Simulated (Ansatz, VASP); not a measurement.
# Two plane-wave programs on Ge

The input POSCAR:

```
Ge
1.0
    2.7104700000      0.0000000000      0.0000000000
    0.0000000000      2.7104700000      0.0000000000
    0.0000000000      0.0000000000      2.7104700000
Ge
1
Direct
    0.0000000000      0.0000000000      0.0000000000
```

INCAR.step1

```
  PREC = Accurate
  ENCUT = 520
  EDIFF = 1E-5
  ISMEAR = -1
  SIGMA = 0.05
  LREAL = False
  LASPH = True
  NELM = 60
  ALGO = Normal
  ISIF = 2
  LWAVE = True
  LCHARG = False
  GGA = PE
  NBANDS = 13
```

File INCAR.step2:

```
  PREC = Accurate
  ENCUT = 520
  EDIFF = 1E-7
  ISMEAR = -1
  SIGMA = 0.05
  LREAL = False
  LASPH = True
  NELM = 60
  ALGO = Normal
  ISIF = 2
  LWAVE = False
  LCHARG = False
  GGA = PE
  LHFCALC = True
  AEXX = 0.25
  HFSCREEN = 0.3
  PRECFOCK = Normal
  ISTART = 1
  NBANDS = 13
```

Contents of KPOINTS:

```
Automatic mesh
0
Gamma
  5 5 5
```

Contents of input:

```
crystal:
  lattice:
    - [2.71047, 0.0, 0.0]
    - [0.0, 2.71047, 0.0]
    - [0.0, 0.0, 2.71047]
  atoms:
    - { symbol: Ge, position: [0.0, 0.0, 0.0] }
hamiltonian:
  xc: { exchange: pbe, correlation: pbe, exx: { coeff: 0.25, omega: 0.3 } }
  pseudopotentials: { kind: paw }
kpoints:
  mp_grid: { grid: [5, 5, 5] }
  band_path:
    path:
      - [[0.0, 0.0, 0.0], [0.0, 0.5, 0.0], [0.5, 0.5, 0.0], [0.0, 0.0, 0.0], [0.5, 0.5, 0.5], [0.0, 0.5, 0.0]]
      - [[0.5, 0.5, 0.0], [0.5, 0.5, 0.5]]
    npoints: 4
scf:
  occupations: { method: fermi_dirac, width: 0.05 }
  n_extra_bands: 6
output:
  forces: true
  stress: true
  eigenvalues: true
  fatbands: false
  write_density: true
  write_potential: true
  elf: true
  volumetric_format: npy
```

Alike in both runs: functional PBE-based screened hybrid with a share of 0.25 of exact exchange and HFSCREEN = 0.3; k mesh 5 × 5 × 5; occupations fermi-dirac, width 0.05 eV; no spin polarisation.

|  | VASP | Ansatz |
| --- | --- | --- |
| version | VASP 6.6.1 | Ansatz 0.2.0 |
| potentials or method | VASP PAW PBE potentials, release 64 (Ge_d) | Ansatz PAW |
| plane-wave cutoff (eV) | 520 | 420 |
| valence electrons in the cell | 14 | 14 |
| task | single point | band structure |

```tsv
	VASP	Ansatz	Ansatz less VASP
gap on the k mesh at the Fermi level (eV)	none	none	-
pressure (GPa)	-0.9	-0.9	-0.07
```

VASP's potentials were made for PBE, not for PBE-based screened hybrid. A gap of «none» marks a metal or a gap that the smearing closes.

The k mesh is coarse, so the values compare programs but aren't converged.
